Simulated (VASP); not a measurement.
**La: single point with r2SCAN**

The system is La.

```
La
1.0
     0.00000    3.37138    3.37138
     3.37138    0.00000    3.37138
     3.37138    3.37138    0.00000
La
2
Direct
  0.12500 0.12500 0.12500
  0.87500 0.87500 0.87500
```

This isn't the form of La at room conditions, which is double hcp.

```
Program             : VASP 6.6.1
Task                : single point
Functional          : r2SCAN
Potentials or basis : VASP PAW PBE potentials, release 64 (La)
Cutoff              : 520 eV
k mesh              : 9 × 9 × 9
Occupations         : fermi-dirac, width 0.05 eV
Spin                : collinear spin
Starting moments    : [1.0, 1.0] μB
```

| Quantity | Value |
| --- | --- |
| Pressure | -1.8 GPa |
| Band gap on the k mesh | zero (filled and empty bands overlap) |
| Net moment | 0.00 μB per cell |
| Valence electrons inside the program's atomic spheres | La 8.98 |

Levels at points of the mesh, in eV from the Fermi level:
Spin up:
| k point | band 8 | band 9 | band 10 | band 11 | band 12 | band 13 | band 14 | band 15 |
| --- | --- | --- | --- | --- | --- | --- | --- | --- |
| (0.00, 0.00, 0.00) | -16.60 | -2.55 | -0.87 | -0.87 | 0.91 | 0.91 | 0.91 | 1.81 |
Spin down:
| k point | band 8 | band 9 | band 10 | band 11 | band 12 | band 13 | band 14 | band 15 |
| --- | --- | --- | --- | --- | --- | --- | --- | --- |
| (0.00, 0.00, 0.00) | -16.60 | -2.55 | -0.87 | -0.87 | 0.91 | 0.91 | 0.91 | 1.81 |

Wall time 6.7 min on 1 thread of Intel(R) Xeon(R) Platinum 8488C (Sapphire Rapids), on a shared host, peak memory 0.31 GiB.

Caveat: the PAW data sets were made with another functional, which shifts forces and pressure a little; spin-orbit coupling is left out, which moves the levels of the heavy elements.
